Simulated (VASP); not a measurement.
# Si (P6_3/mmc) in VASP: relaxation of cell and atoms with PBE

Aim: the relaxation of cell and atoms of Si with PBE.

All numbers are computed with VASP 6.6.1; they aren't measurements. Logs are shortened: lines on timing, memory, paths and dates and some standing lists are left out, and cuts for length are marked.

## (1) The cell of the first run

Symmetry: P6_3/mmc, No. 194, hexagonal system. The conventional cell has a = 3.866 Å, b = 3.866 Å, c = 25.260 Å, α = 90.00°, β = 90.00°, γ = 120.00°. Si (site symmetry 3m) has 4 Si at 2.37 to 2.39 Å within 3.1 Å. Si (site symmetry 3m) has 4 Si at 2.36 to 2.37 Å within 3.1 Å. Within 3.1 Å of Si (site symmetry 3m) lie 4 Si at 2.37 Å. Si (site symmetry 3m) has 4 Si at 2.36 to 2.37 Å within 3.1 Å.

The cell was generated, and may not be a known phase.

## (2) Relaxation of cell and atoms, PBE

The input, INCAR:

```
ALGO = Normal
EDIFF = 1E-7
EDIFFG = -0.01
ENCUT = 600
GGA = PE
IBRION = 2
ISIF = 3
ISMEAR = 0
LASPH = T
LCHARG = F
LREAL = Auto
LWAVE = F
NELM = 60
NSW = 100
PREC = Accurate
SIGMA = 0.02
```

The input, KPOINTS:

```
k-points
0
Gamma
  12 12 1
```

The input, POSCAR:

```
Si
1.0
    3.8656289401      0.0000000000      0.0000000000
   -1.9328144701      3.3477328637      0.0000000000
    0.0000000000      0.0000000000     25.2600936997
Si
16
Direct
    0.3333333333      0.6666666667      0.2027855128
    0.6666666667      0.3333333333      0.7027855128
    0.3333333333      0.6666666667      0.5779378288
    0.6666666667      0.3333333333      0.0779378288
    0.0000000000      0.0000000000      0.9531587427
    0.0000000000      0.0000000000      0.4531587427
    0.3333333333      0.6666666667      0.8284556726
    0.6666666667      0.3333333333      0.3284556726
    0.3333333333      0.6666666667      0.9220621712
    0.6666666667      0.3333333333      0.4220621712
    0.0000000000      0.0000000000      0.0468412573
    0.0000000000      0.0000000000      0.5468412573
    0.3333333333      0.6666666667      0.2972144872
    0.6666666667      0.3333333333      0.7972144872
    0.3333333333      0.6666666667      0.6715443274
    0.6666666667      0.3333333333      0.1715443274
```

Potentials or basis: VASP PAW PBE potentials, release 64 (Si).

Command:

```bash
cat potpaw_PBE.64/Si/POTCAR > POTCAR
mpirun -np 1 vasp_std > vasp.out
```

OUTCAR:

```text
EDIFF = 1E-7
   EDIFFG = -0.01
   ENCUT = 600
   GGA = PE
   IBRION = 2
   ISIF = 3
   ISMEAR = 0
   LASPH = T
   LREAL = Auto
   NELM = 60
   NSW = 100
   PREC = Accurate

 ion  position               nearest neighbor table
   1  0.333  0.667  0.203-  16 2.37  16 2.37  16 2.37  13 2.39
   2  0.667  0.333  0.703-  15 2.37  15 2.37  15 2.37  14 2.39
   3  0.333  0.667  0.578-  15 2.36  12 2.37  12 2.37  12 2.37
   4  0.667  0.333  0.078-  16 2.36  11 2.37  11 2.37  11 2.37
   5  0.000  0.000  0.953-   9 2.37   9 2.37   9 2.37  11 2.37
   6  0.000  0.000  0.453-  10 2.37  10 2.37  10 2.37  12 2.37
[... 8 lines left out ...]
  15  0.333  0.667  0.672-   3 2.36   2 2.37   2 2.37   2 2.37
  16  0.667  0.333  0.172-   4 2.36   1 2.37   1 2.37   1 2.37

  LATTYP: Found a hexagonal cell.
 ALAT       =     3.8656289401
 C/A-ratio  =     6.5345365764

  Lattice vectors:

 A1 = (   3.8656289401,   0.0000000000,   0.0000000000)
 A2 = (  -1.9328144701,   3.3477328637,   0.0000000000)
 A3 = (   0.0000000000,   0.0000000000,  25.2600936997)

Analysis of symmetry for initial positions (statically):
=====================================================================
 Subroutine PRICEL returns:
 Original cell was already a primitive cell.

 Routine SETGRP: Setting up the symmetry group for a
 hexagonal supercell.

 Subroutine GETGRP returns: Found 24 space group operations
 (whereof 12 operations were pure point group operations)
 out of a pool of 24 trial point group operations.

The static configuration has the point symmetry D_3d.
 The point group associated with its full space group is D_6h.

Analysis of symmetry for dynamics (positions and initial velocities):
=====================================================================
 Subroutine PRICEL returns:
 Original cell was already a primitive cell.

 Routine SETGRP: Setting up the symmetry group for a
 hexagonal supercell.

 Subroutine GETGRP returns: Found 24 space group operations
 (whereof 12 operations were pure point group operations)
 out of a pool of 24 trial point group operations.

The dynamic configuration has the point symmetry D_3d.
 The point group associated with its full space group is D_6h.

 Subroutine INISYM returns: Found 24 space group operations
 (whereof 12 operations are pure point group operations),
 and found     1 'primitive' translations

----------------------------------------------------------------------------------------

                                     Primitive cell

  volume of cell :     326.8932

  direct lattice vectors                    reciprocal lattice vectors
     3.865628940  0.000000000  0.000000000     0.258690116  0.149354808  0.000000000
    -1.932814470  3.347732864  0.000000000     0.000000000  0.298709617  0.000000000
     0.000000000  0.000000000 25.260093700     0.000000000  0.000000000  0.039588135

  length of vectors
     3.865628940  3.865628940 25.260093700     0.298709617  0.298709617  0.039588135

  position of ions in fractional coordinates (direct lattice)
     0.333333333  0.666666667  0.202785513
     0.666666667  0.333333333  0.702785513
     0.333333333  0.666666667  0.577937829
     0.666666667  0.333333333  0.077937829
     0.000000000  0.000000000  0.953158743
     0.000000000  0.000000000  0.453158743
[... 8 lines left out ...]
     0.333333333  0.666666667  0.671544327
     0.666666667  0.333333333  0.171544327

  ion indices of the primitive-cell ions
   primitive index   ion index
                 1           1
                 2           2
                 3           3
                 4           4
                 5           5
                 6           6
[... 8 lines left out ...]
                15          15
                16          16

----------------------------------------------------------------------------------------

 KPOINTS: k-points

Automatic generation of k-mesh.
 Grid dimensions read from file:
 generate k-points for:   12   12    1

 Generating k-lattice:

  Cartesian coordinates                     Fractional coordinates (reciprocal lattice)
     0.021557510  0.012446234  0.000000000     0.083333333  0.000000000  0.000000000
     0.000000000  0.024892468  0.000000000     0.000000000  0.083333333  0.000000000
     0.000000000  0.000000000  0.039588135     0.000000000  0.000000000  1.000000000

  Length of vectors
     0.024892468  0.024892468  0.039588135

  Shift w.r.t. Gamma in fractional coordinates (k-lattice)
     0.000000000  0.000000000  0.000000000

 Subroutine IBZKPT returns following result:
 ===========================================

 Found     19 irreducible k-points:

 Following reciprocal coordinates:
            Coordinates               Weight
  0.000000  0.000000  0.000000      1.000000
  0.083333 -0.000000  0.000000      6.000000
  0.166667 -0.000000  0.000000      6.000000
  0.250000  0.000000  0.000000      6.000000
  0.333333 -0.000000  0.000000      6.000000
  0.416667  0.000000  0.000000      6.000000
[... 11 lines left out ...]
  0.333333  0.250000  0.000000     12.000000
  0.333333  0.333333  0.000000      2.000000
   k-points           NKPTS =     19   k-points in BZ     NKDIM =     19   number of bands    NBANDS=     41
   number of dos      NEDOS =    301   number of ions     NIONS =     16
   total plane-waves  NPLWV = 215040
   dimension x,y,z NGX =    32 NGY =   32 NGZ =  210
   dimension x,y,z NGXF=    64 NGYF=   64 NGZF=  420
   ions per type =              16
   NGX,Y,Z   is equivalent  to a cutoff of  13.76, 13.76, 13.82 a.u.
   NGXF,Y,Z  is equivalent  to a cutoff of  27.52, 27.52, 27.64 a.u.
 SYSTEM =  unknown system
   PREC   = accura    normal or accurate (medium, high low for compatibility)
   ISTART =      0    job   : 0-new  1-cont  2-samecut
   ICHARG =      2    charge: 1-file 2-atom 10-const
   ISPIN  =      1    spin polarized calculation?
   LNONCOLLINEAR =      F non collinear calculations
   LSORBIT =      F    spin-orbit coupling
   LASPH  =      T    aspherical Exc in radial PAW
   ENCUT  =  600.0 eV  44.10 Ry    6.64 a.u.   7.72  7.72 50.45*2*pi/ulx,y,z
   NELM   =     60;   NELMIN=  2; NELMDL= -5     # of ELM steps
   EDIFF  = 0.1E-06   stopping-criterion for ELM
   LREAL  =      T    real-space projection
   EDIFFG = -.1E-01   stopping-criterion for IOM
   NSW    =    100    number of steps for IOM
   IBRION =      2    ionic relax: 0-MD 1-quasi-New 2-CG
   NFREE  =      1    steps in history (QN), initial steepest desc. (CG)
   ISIF   =      3    stress and relaxation
   ISYM   =      2    0-nonsym 1-usesym 2-fastsym
   POTIM  = 0.5000    time-step for ionic-motion
   TEBEG  =    0.0;   TEEND  =   0.0 temperature during run
   PSTRESS=    0.0 pullay stress
   NELECT =      64.0000    total number of electrons
   NUPDOWN=      -1.0000    fix difference up-down
   EMIN   =  10.00;   EMAX   =-10.00  energy-range for DOS
   EFERMI =   0.00;   METHOD = LEGACY
   ISMEAR =     0;   SIGMA  =   0.02  broadening in eV -4-tet -1-fermi 0-gaus
   EFERMI_NEDOS =   21; number of points for ismear=-14 and -15
   IALGO  =     38    algorithm
   IMIX   =      4    mixing-type and parameters
     AMIX     =   0.40;   BMIX     =  1.00
     AMIX_MAG =   1.60;   BMIX_MAG =  1.00
  volume/ion in A,a.u.               =      20.43       137.87
  Fermi-wavevector in a.u.,A,eV,Ry     =   0.950604  1.796381 12.294870  0.903647
  Thomas-Fermi vector in A             =   2.078996
   LORBIT       =      0    0 simple, 1 ext, 2 COOP (PROOUT), +10 PAW based schemes
   GGA     = PE    functional components
   LHFCALC =     F    Hartree Fock is set to
   AEXX    =    0.0000 exact exchange contribution
   IVDW    =     0    specifies the selected vdW correction
   LEPSILON=     F    determine dielectric tensor
   LRPA    =     F    only Hartree local field effects (RPA)
 conjugate gradient relaxation of ions
 non-spin polarized calculation
 Gauss-broadening in eV      SIGMA  =   0.02
  energy-cutoff  :      600.00
  volume of cell :      326.89
 maximum number of plane-waves:     10955
 NGX is ok and might be reduce to    32
   NGX = 15   NGY = 15   NGZ =101

--------------------------------------- Ionic step        1  -------------------------------------------

 number of electron      64.0000000 magnetization

 Free energy of the ion-electron system (eV)
  ---------------------------------------------------
  ext. energy  EPLUGINS =         0.00000000
  ---------------------------------------------------
  free energy    TOTEN  =       -86.77800259 eV

  energy without entropy =      -86.77800259  energy(sigma->0) =      -86.77800259

------------------------ aborting loop because EDIFF is reached ----------------------------------------

  FORCE on cell =-STRESS in cart. coord.  units (eV):
  Direction    XX          YY          ZZ          XY          YZ          ZX
  --------------------------------------------------------------------------------------
  -------------------------------------------------------------------------------------
  Total       -0.2232008     -0.2232008      0.3053298      0.0000000      0.0000000     -0.0000000
  in kB       -1.0939576     -1.0939576      1.4964904      0.0000000      0.0000000     -0.0000000
  external PRESSURE =      -0.2304750 kB  Pullay stress =       0.0000000 kB

 VOLUME and BASIS-vectors are now :
 -----------------------------------------------------------------------------
  energy-cutoff  :      600.00
  volume of cell :      326.89
      direct lattice vectors                 reciprocal lattice vectors
     3.865628940  0.000000000  0.000000000     0.258690116  0.149354808  0.000000000
    -1.932814470  3.347732864  0.000000000     0.000000000  0.298709617  0.000000000
     0.000000000  0.000000000 25.260093700     0.000000000  0.000000000  0.039588135
[... 108 lines left out ...]
      0.00000      0.00000     11.46077         0.000000      0.000000      0.016594
[... 8 lines left out ...]
     -0.00000      2.22994     16.98217        -0.000000     -0.000000     -0.010515
      1.93119      1.11497      4.33756         0.000000      0.000000     -0.010515
 -----------------------------------------------------------------------------------
    total drift:                                0.000000      0.000000      0.000000

  FREE ENERGIE OF THE ION-ELECTRON SYSTEM (eV)
  ---------------------------------------------------
  free  energy   TOTEN  =       -86.7784556785 eV

  energy  without entropy=      -86.7784556785  energy(sigma->0) =      -86.77845568

--------------------------------------- Ionic step        4  -------------------------------------------

 number of electron      64.0000000 magnetization

 Free energy of the ion-electron system (eV)
  ---------------------------------------------------
  ext. energy  EPLUGINS =         0.00000000
  ---------------------------------------------------
  free energy    TOTEN  =       -86.77852191 eV

  energy without entropy =      -86.77852191  energy(sigma->0) =      -86.77852191

 E-fermi :   5.8085     XC(G=0):  -9.3302

 val. band max:        5.6831746631   @ k =   0.0000   0.0000   0.0000
 cond. band min:       6.3280609793   @ k =   0.4167   0.0000   0.0000
 fundamental gap:      0.6448863162
 Fermi energy:         5.8084730505

 k-point     1 :       0.0000    0.0000    0.0000
  band No.  band energies     occupation
      1      -6.2017      2.00000
      2      -6.0083      2.00000
      3      -5.9942      2.00000
      4      -5.4217      2.00000
      5      -5.4127      2.00000
      6      -4.5448      2.00000
[... 850 lines left out ...]
      1.93131      1.11505     17.77864        -0.000000      0.000000     -0.002600
     -0.00000      2.23009     14.62127        -0.000000      0.000000     -0.009043
      1.93131      1.11505      1.97367         0.000000     -0.000000     -0.009043
      0.00000      0.00000     24.11209        -0.000000     -0.000000     -0.008998
      0.00000      0.00000     11.46450        -0.000000     -0.000000     -0.008998
[... 8 lines left out ...]
     -0.00000      2.23009     16.98549        -0.000000     -0.000000      0.009267
      1.93131      1.11505      4.33789         0.000000      0.000000      0.009267
 -----------------------------------------------------------------------------------
    total drift:                               -0.000000      0.000000      0.000000

  FREE ENERGIE OF THE ION-ELECTRON SYSTEM (eV)
  ---------------------------------------------------
  free  energy   TOTEN  =       -86.7785219092 eV

  energy  without entropy=      -86.7785219092  energy(sigma->0) =      -86.77852191

 reached required accuracy - stopping structural energy minimisation
```

Run time: 10 min. Hardware: 1 thread of Intel Xeon 6975P-C (Granite Rapids), shared host; peak memory 0.58 GiB.

Results:

| Property | Result |
| --- | --- |
| Free energy | -86.7785 eV |
| Relaxed volume | 20.43 Å³/atom |
| Relaxed cell | a = 3.863 Å, b = 3.863 Å, c = 25.295 Å, α = 90.00°, β = 90.00°, γ = 120.00° |
| Space group after relaxing (to 0.1 Å) | P6_3/mmc (No. 194) |
| Energy gained by relaxing | 0.0 meV/atom |
| Ionic steps | 4 |
| Pressure after relaxing | 0.0 GPa |
| Largest force after relaxing | 0.009 eV/Å |
| Band gap on the k mesh | 0.64 eV (least direct gap 1.33 eV) |

Forces on the atoms (eV/Å):
```
Si   0.000  0.000 -0.003
Si   0.000  0.000 -0.003
Si   0.000  0.000 -0.009
Si   0.000  0.000 -0.009
Si   0.000  0.000 -0.009
Si   0.000  0.000 -0.009
Si   0.000  0.000 -0.009
Si   0.000  0.000 -0.009
Si   0.000  0.000  0.009
Si   0.000  0.000  0.009
Si   0.000  0.000  0.009
Si   0.000  0.000  0.009
Si   0.000  0.000  0.003
Si   0.000  0.000  0.003
Si   0.000  0.000  0.009
Si   0.000  0.000  0.009
```

Step by step:
| step | energy change (eV) | largest force (eV/Å) | pressure (GPa) | volume (Å³) |
| --- | --- | --- | --- | --- |
| 1 | 0.0000 | 0.0185 | -0.02 | 326.89 |
| 2 | -0.0004 | 0.0175 | 0.01 | 326.75 |
| 3 | -0.0005 | 0.0173 | 0.03 | 326.72 |
| 4 | -0.0005 | 0.0093 | -0.01 | 326.84 |

Final structure:
```yaml
crystal:
  lattice:
    - [3.86263, 0.00000, 0.00000]
    - [-1.93131, 3.34514, 0.00000]
    - [0.00000, 0.00000, 25.29518]
  atoms:
    - { symbol: Si, position: [0.33333, 0.66667, 0.20285] }
    - { symbol: Si, position: [0.66667, 0.33333, 0.70285] }
    - { symbol: Si, position: [0.33333, 0.66667, 0.57803] }
    - { symbol: Si, position: [0.66667, 0.33333, 0.07803] }
    - { symbol: Si, position: [0.00000, 0.00000, 0.95323] }
    - { symbol: Si, position: [0.00000, 0.00000, 0.45323] }
    - { symbol: Si, position: [0.33333, 0.66667, 0.82851] }
    - { symbol: Si, position: [0.66667, 0.33333, 0.32851] }
    - { symbol: Si, position: [0.33333, 0.66667, 0.92197] }
    - { symbol: Si, position: [0.66667, 0.33333, 0.42197] }
    - { symbol: Si, position: [0.00000, 0.00000, 0.04677] }
    - { symbol: Si, position: [0.00000, 0.00000, 0.54677] }
    - { symbol: Si, position: [0.33333, 0.66667, 0.29715] }
    - { symbol: Si, position: [0.66667, 0.33333, 0.79715] }
    - { symbol: Si, position: [0.33333, 0.66667, 0.67149] }
    - { symbol: Si, position: [0.66667, 0.33333, 0.17149] }
```

Levels at points of the mesh, in eV from the valence-band top:
```csv
k point,band 28,band 29,band 30,band 31,band 32,band 33,band 34,band 35,band 36,band 37
"(0.00, 0.00, 0.00)",-0.25,-0.25,-0.08,0.00,0.00,1.33,1.40,1.57,1.84,2.00
"(0.50, 0.00, 0.00)",-1.88,-1.59,-1.59,-1.52,-1.24,0.65,0.78,0.89,0.95,1.10
```

A k mesh can miss the band edges.
